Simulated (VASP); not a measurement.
# HRh6 in VASP: notebook

Runs on HRh6. Level: PBE. Tasks: single point.

Everything below comes from runs of VASP 6.6.1. Logs are shortened: lines on timing, memory, paths and dates and some standing lists are left out, and cuts for length are marked.

### 1 The cell of the first run

The cell holds a slab with vacuum, 14 atoms: a = 5.416 Å, b = 5.416 Å, c = 21.674 Å, α = 90.00°, β = 90.00°, γ = 90.00°.

### 2 Single point, PBE

Input file INCAR:

```
SYSTEM = HRh6
  PREC = Accurate
  ENCUT = 520
  EDIFF = 1E-6
  ISMEAR = 0
  SIGMA = 0.1
  LREAL = .FALSE.
  LASPH = .TRUE.
  NELM = 100
  ALGO = Normal
  ISIF = 2
  LWAVE = .FALSE.
  LCHARG = .FALSE.
  LDIPOL = .TRUE.
  IDIPOL = 3
  DIPOL = 0.5 0.5 0.291
  GGA = PE
  NBANDS = 104
```

Input file KPOINTS:

```
regular mesh
0
G
  5 5 1
  0 0 0
```

Input file POSCAR:

```
HRh6
1.0
    5.4163401145      0.0000000000      0.0000000000
    0.0000000000      5.4163401145      0.0000000000
    0.0000000000      0.0000000000     21.6737367085
Rh H
12 2
Direct
    0.2500000000      0.2500000000      0.1845551625
    0.2500000000      0.7500000000      0.1845551625
    0.7500000000      0.2500000000      0.1845551625
    0.7500000000      0.7500000000      0.1845551625
    0.0000000000      0.0000000000      0.2693761947
    0.0000000000      0.5000000000      0.2693761947
    0.5000000000      0.0000000000      0.2693761947
    0.5000000000      0.5000000000      0.2693761947
    0.2500000000      0.2500000000      0.3540569313
    0.2500000000      0.7500000000      0.3540569313
    0.7500000000      0.2500000000      0.3540569313
    0.7500000000      0.7500000000      0.3540569313
    0.3909780428      0.5000000000      0.4191126261
    0.6090219572      0.5000000000      0.4191126261
```

Potentials or basis: VASP PAW PBE potentials, release 64 (Rh_pv, H).

Launch:

```console
$ cat potpaw_PBE.64/Rh_pv/POTCAR potpaw_PBE.64/H/POTCAR > POTCAR
$ mpirun -np 1 vasp_std > vasp.out
```

OUTCAR:

```text
SYSTEM = HRh6
   PREC = Accurate
   ENCUT = 520
   EDIFF = 1E-6
   ISMEAR = 0
   LREAL = .FALSE.
   LASPH = .TRUE.
   NELM = 100
   ISIF = 2
   GGA = PE

 ion  position               nearest neighbor table
   1  0.250  0.250  0.185-   5 2.65   6 2.65   7 2.65   8 2.65   2 2.71   3 2.71   2 2.71   3 2.71

   2  0.250  0.750  0.185-   5 2.65   6 2.65   7 2.65   8 2.65   1 2.71   4 2.71   1 2.71   4 2.71

   3  0.750  0.250  0.185-   5 2.65   6 2.65   7 2.65   8 2.65   1 2.71   4 2.71   4 2.71   1 2.71
[... 4 lines left out ...]
                             6 2.71   7 2.71   6 2.71   7 2.71
   6  0.000  0.500  0.269-   9 2.65  10 2.65  11 2.65  12 2.65   1 2.65   2 2.65   3 2.65   4 2.65
                             5 2.71   8 2.71   5 2.71   8 2.71
   7  0.500  0.000  0.269-   9 2.65  10 2.65  11 2.65  12 2.65   1 2.65   2 2.65   3 2.65   4 2.65
                             5 2.71   8 2.71   8 2.71   5 2.71
   8  0.500  0.500  0.269-   9 2.65  10 2.65  11 2.65  12 2.65   1 2.65   2 2.65   3 2.65   4 2.65
                             6 2.71   7 2.71   7 2.71   6 2.71
   9  0.250  0.250  0.354-  13 2.10   6 2.65   7 2.65   8 2.65   5 2.65  11 2.71  10 2.71  10 2.71
                            11 2.71
  10  0.250  0.750  0.354-  13 2.10   6 2.65   7 2.65   8 2.65   5 2.65  12 2.71   9 2.71   9 2.71
                            12 2.71
  11  0.750  0.250  0.354-  14 2.10   6 2.65   7 2.65   8 2.65   5 2.65  12 2.71   9 2.71  12 2.71
                             9 2.71
  12  0.750  0.750  0.354-  14 2.10   6 2.65   7 2.65   8 2.65   5 2.65  11 2.71  10 2.71  11 2.71
                            10 2.71
  13  0.391  0.500  0.419-   9 2.10  10 2.10
  14  0.609  0.500  0.419-  11 2.10  12 2.10

  LATTYP: Found a simple tetragonal cell.
 ALAT       =     5.4163401145
 C/A-ratio  =     4.0015464779

  Lattice vectors:

 A1 = (   5.4163401145,   0.0000000000,   0.0000000000)
 A2 = (   0.0000000000,   5.4163401145,   0.0000000000)
 A3 = (   0.0000000000,   0.0000000000,  21.6737367085)

Analysis of symmetry for initial positions (statically):
=====================================================================
 Subroutine PRICEL returns:
 Original cell was already a primitive cell.

 Routine SETGRP: Setting up the symmetry group for a
 simple tetragonal supercell.

 Subroutine GETGRP returns: Found  4 space group operations
 (whereof  4 operations were pure point group operations)
 out of a pool of 16 trial point group operations.

The static configuration has the point symmetry C_2v.

Analysis of symmetry for dynamics (positions and initial velocities):
=====================================================================
 Subroutine PRICEL returns:
 Original cell was already a primitive cell.

 Routine SETGRP: Setting up the symmetry group for a
 simple tetragonal supercell.

 Subroutine GETGRP returns: Found  4 space group operations
 (whereof  4 operations were pure point group operations)
 out of a pool of 16 trial point group operations.

The dynamic configuration has the point symmetry C_2v.

 Subroutine INISYM returns: Found  4 space group operations
 (whereof  4 operations are pure point group operations),
 and found     1 'primitive' translations

----------------------------------------------------------------------------------------

                                     Primitive cell

  volume of cell :     635.8368

  direct lattice vectors                    reciprocal lattice vectors
     5.416340114  0.000000000  0.000000000     0.184626515  0.000000000  0.000000000
     0.000000000  5.416340114  0.000000000     0.000000000  0.184626515  0.000000000
     0.000000000  0.000000000 21.673736709     0.000000000  0.000000000  0.046138791

  length of vectors
     5.416340114  5.416340114 21.673736709     0.184626515  0.184626515  0.046138791

  position of ions in fractional coordinates (direct lattice)
     0.250000000  0.250000000  0.184555162
     0.250000000  0.750000000  0.184555162
     0.750000000  0.250000000  0.184555162
     0.750000000  0.750000000  0.184555162
     0.000000000  0.000000000  0.269376195
     0.000000000  0.500000000  0.269376195
     0.500000000  0.000000000  0.269376195
     0.500000000  0.500000000  0.269376195
     0.250000000  0.250000000  0.354056931
     0.250000000  0.750000000  0.354056931
     0.750000000  0.250000000  0.354056931
[... 43 lines left out ...]
 ===========================================

 Found      9 irreducible k-points:

 Following reciprocal coordinates:
            Coordinates               Weight
  0.000000  0.000000  0.000000      1.000000
  0.200000  0.000000  0.000000      2.000000
  0.000000  0.200000  0.000000      2.000000
  0.400000  0.000000  0.000000      2.000000
  0.000000  0.400000  0.000000      2.000000
  0.200000  0.200000  0.000000      4.000000
  0.400000  0.200000  0.000000      4.000000
 -0.200000  0.400000  0.000000      4.000000
  0.400000  0.400000  0.000000      4.000000
   k-points           NKPTS =      9   k-points in BZ     NKDIM =      9   number of bands    NBANDS=    104
   number of dos      NEDOS =    301   number of ions     NIONS =     14
   total plane-waves  NPLWV = 259200
   dimension x,y,z NGX =    40 NGY =   40 NGZ =  162
   dimension x,y,z NGXF=    80 NGYF=   80 NGZF=  324
   ions per type =              12   2
   NGX,Y,Z   is equivalent  to a cutoff of  12.28, 12.28, 12.43 a.u.
   NGXF,Y,Z  is equivalent  to a cutoff of  24.55, 24.55, 24.85 a.u.
 SYSTEM =  HRh6
   PREC   = accura    normal or accurate (medium, high low for compatibility)
   ISTART =      0    job   : 0-new  1-cont  2-samecut
   ICHARG =      2    charge: 1-file 2-atom 10-const
   ISPIN  =      1    spin polarized calculation?
   LNONCOLLINEAR =      F non collinear calculations
   LSORBIT =      F    spin-orbit coupling
   LASPH  =      T    aspherical Exc in radial PAW
   ENCUT  =  520.0 eV  38.22 Ry    6.18 a.u.  10.07 10.07 40.30*2*pi/ulx,y,z
   NELM   =    100;   NELMIN=  2; NELMDL= -5     # of ELM steps
   EDIFF  = 0.1E-05   stopping-criterion for ELM
   LREAL  =      F    real-space projection
   EDIFFG = 0.1E-04   stopping-criterion for IOM
   NSW    =      0    number of steps for IOM
   IBRION =     -1    ionic relax: 0-MD 1-quasi-New 2-CG
   NFREE  =      0    steps in history (QN), initial steepest desc. (CG)
   ISIF   =      2    stress and relaxation
   ISYM   =      2    0-nonsym 1-usesym 2-fastsym
   POTIM  = 0.5000    time-step for ionic-motion
   TEBEG  =    0.0;   TEEND  =   0.0 temperature during run
   PSTRESS=    0.0 pullay stress
   NELECT =     182.0000    total number of electrons
   NUPDOWN=      -1.0000    fix difference up-down
   EMIN   =  10.00;   EMAX   =-10.00  energy-range for DOS
   EFERMI =   0.00;   METHOD = LEGACY
   ISMEAR =     0;   SIGMA  =   0.10  broadening in eV -4-tet -1-fermi 0-gaus
   EFERMI_NEDOS =   21; number of points for ismear=-14 and -15
   IALGO  =     38    algorithm
   IMIX   =      4    mixing-type and parameters
     AMIX     =   0.40;   BMIX     =  1.00
     AMIX_MAG =   1.60;   BMIX_MAG =  1.00
  volume/ion in A,a.u.               =      45.42       306.49
  Fermi-wavevector in a.u.,A,eV,Ry     =   1.078906  2.038836 15.837686  1.164037
  Thomas-Fermi vector in A             =   2.214857
   LORBIT       =      0    0 simple, 1 ext, 2 COOP (PROOUT), +10 PAW based schemes
   GGA     = PE    functional components
   LHFCALC =     F    Hartree Fock is set to
   AEXX    =    0.0000 exact exchange contribution
   IVDW    =     0    specifies the selected vdW correction
   LEPSILON=     F    determine dielectric tensor
   LRPA    =     F    only Hartree local field effects (RPA)
 non-spin polarized calculation
 Gauss-broadening in eV      SIGMA  =   0.10
  energy-cutoff  :      520.00
  volume of cell :      635.84
 maximum number of plane-waves:     17146
   NGX = 21   NGY = 21   NGZ = 81

 dipolmoment           0.000000      0.000000     -0.002898 electrons x Angstroem

 number of electron     182.0000090 magnetization

 dipolmoment           0.000000      0.000000      0.019993 electrons x Angstroem

 Free energy of the ion-electron system (eV)
  ---------------------------------------------------
  ext. energy  EPLUGINS =         0.00000000
  ---------------------------------------------------
  free energy    TOTEN  =       -85.34120388 eV

  energy without entropy =      -85.24922884  energy(sigma->0) =      -85.29521636

 E-fermi :  -0.5469     XC(G=0):  -4.6570

 val. band max:       -0.5566858977   @ k =  -0.2000   0.4000   0.0000
 cond. band min:      -0.5462958380   @ k =   0.0000   0.0000   0.0000
 fundamental gap:      0.0103900597
 Fermi energy:        -0.5468787688

 k-point     1 :       0.0000    0.0000    0.0000
  band No.  band energies     occupation
      1     -47.5798      2.00000
      2     -47.5687      2.00000
      3     -47.5250      2.00000
      4     -47.5127      2.00000
      5     -47.4109      2.00000
      6     -47.3864      2.00000
[... 943 lines left out ...]
    102       0.7266      0.00000
    103       1.0133      0.00000
 [bands above 103 left out]

------------------------ aborting loop because EDIFF is reached ----------------------------------------

 vacuum level on the upper side and lower side of the slab       (xc-potential included)        -0.063        -0.153

  FORCE on cell =-STRESS in cart. coord.  units (eV):
  Direction    XX          YY          ZZ          XY          YZ          ZX
  --------------------------------------------------------------------------------------
  -------------------------------------------------------------------------------------
  Total       -7.5790744     -8.2919674     -2.0019121      0.0000000      0.0000000      0.0000000
  in kB      -19.0977017    -20.8940448     -5.0444050      0.0000000      0.0000000      0.0000000
  external PRESSURE =     -15.0120505 kB  Pullay stress =       0.0000000 kB

 VOLUME and BASIS-vectors are now :
 -----------------------------------------------------------------------------
  energy-cutoff  :      520.00
  volume of cell :      635.84
      direct lattice vectors                 reciprocal lattice vectors
     5.416340114  0.000000000  0.000000000     0.184626515  0.000000000  0.000000000
     0.000000000  5.416340114  0.000000000     0.000000000  0.184626515  0.000000000
     0.000000000  0.000000000 21.673736709     0.000000000  0.000000000  0.046138791

 POSITION                                       TOTAL-FORCE (eV/Angst)
 -----------------------------------------------------------------------------------
      1.35409      1.35409      4.00000         0.000099      0.032329      0.003058
      1.35409      4.06226      4.00000         0.000099     -0.032329      0.003058
      4.06226      1.35409      4.00000        -0.000099      0.032329      0.003058
      4.06226      4.06226      4.00000        -0.000099     -0.032329      0.003058
      0.00000      0.00000      5.83839         0.000000      0.000000      0.399330
      0.00000      2.70817      5.83839         0.000000      0.000000     -0.285103
      2.70817      0.00000      5.83839         0.000000      0.000000     -0.161103
      2.70817      2.70817      5.83839         0.000000      0.000000     -0.271276
      1.35409      1.35409      7.67374         0.176589      0.286613      0.506073
      1.35409      4.06226      7.67374         0.176589     -0.286613      0.506073
      4.06226      1.35409      7.67374        -0.176589      0.286613      0.506073
      4.06226      4.06226      7.67374        -0.176589     -0.286613      0.506073
      2.11767      2.70817      9.08374         0.101609      0.000000     -0.859185
      3.29867      2.70817      9.08374        -0.101609      0.000000     -0.859185
 -----------------------------------------------------------------------------------
    total drift:                               -0.000000      0.000000      0.001459

  FREE ENERGIE OF THE ION-ELECTRON SYSTEM (eV)
  ---------------------------------------------------
  free  energy   TOTEN  =       -85.3412038753 eV

  energy  without entropy=      -85.2492288380  energy(sigma->0) =      -85.29521636

 vacuum level on the upper side and lower side of the slab         4.500         4.379
```

Run time: 17 min. Hardware: 1 thread of AMD EPYC 9R45 (Zen 5), shared host; peak memory 0.75 GiB.

What came out:

* Free energy: -85.3412 eV
* Largest force: 0.865 eV/Å
* Band gap on the k mesh: zero (bands 91 and 92 overlap by 0.69 eV)

Forces in eV/Å, atoms in the order of the input:
```
Rh   0.000  0.032  0.003
Rh   0.000 -0.032  0.003
Rh   0.000  0.032  0.003
Rh   0.000 -0.032  0.003
Rh   0.000  0.000  0.399
Rh   0.000  0.000 -0.285
Rh   0.000  0.000 -0.161
Rh   0.000  0.000 -0.271
Rh   0.177  0.287  0.506
Rh   0.177 -0.287  0.506
Rh  -0.177  0.287  0.506
Rh  -0.177 -0.287  0.506
H    0.102  0.000 -0.859
H   -0.102  0.000 -0.859
```

### 3 Single point, PBE

Input file INCAR:

```
PREC = Accurate
ENCUT = 520
EDIFF = 1E-6
ISMEAR = 0
SIGMA = 0.1
LREAL = False
LASPH = True
NELM = 60
ALGO = Normal
ISIF = 2
LWAVE = False
LCHARG = False
LDIPOL = True
IDIPOL = 3
DIPOL = 0.5 0.5 0.287
GGA = PE
NBANDS = 104
```

Input file KPOINTS:

```
regular mesh
0
Gamma
  5 5 1
```

POSCAR, as its differences from that of step 2:

```diff
@@ -20,3 +20,3 @@
     0.7500000000      0.7500000000      0.3540569313
-    0.3909780428      0.5000000000      0.4191126261
-    0.6090219572      0.5000000000      0.4191126261
+    0.3619916800      0.5000000000      0.3895838001
+    0.6380083200      0.5000000000      0.3895838001
```

Potentials or basis: VASP PAW PBE potentials, release 64 (Rh_pv, H).

Launch:

```console
$ cat potpaw_PBE.64/Rh_pv/POTCAR potpaw_PBE.64/H/POTCAR > POTCAR
$ mpirun -np 1 vasp_std > vasp.out
```

Wall time 28 min (1 thread of Intel Xeon Platinum 8259CL at 2.50GHz (Skylake/Cascade Lake), shared host); peak memory 0.78 GiB.

Results (log left out):

- Free energy: -85.8211 eV
- Largest force: 0.918 eV/Å
- Band gap on the k mesh: zero (bands 91 and 92 overlap by 0.64 eV)

Forces on the atoms (eV/Å):
```
Rh  -0.022  0.037  0.031
Rh  -0.022 -0.037  0.031
Rh   0.022  0.037  0.031
Rh   0.022 -0.037  0.031
Rh   0.000  0.000 -0.362
Rh   0.000  0.000 -0.364
Rh   0.000  0.000 -0.185
Rh   0.000  0.000 -0.526
Rh  -0.273 -0.733 -0.127
Rh  -0.273  0.733 -0.127
Rh   0.273 -0.733 -0.127
Rh   0.273  0.733 -0.127
H   -0.121  0.000  0.910
H    0.121  0.000  0.910
```

Levels at points of the mesh, in eV from the Fermi level:
| k point | band 88 | band 89 | band 90 | band 91 | band 92 | band 93 | band 94 | band 95 | band 96 | band 97 |
| --- | --- | --- | --- | --- | --- | --- | --- | --- | --- | --- |
| (0.00, 0.00, 0.00) | 0.09 | 0.24 | 0.27 | 0.29 | 0.46 | 0.53 | 0.59 | 0.59 | 0.62 | 0.84 |

[end of part 1 of 2]
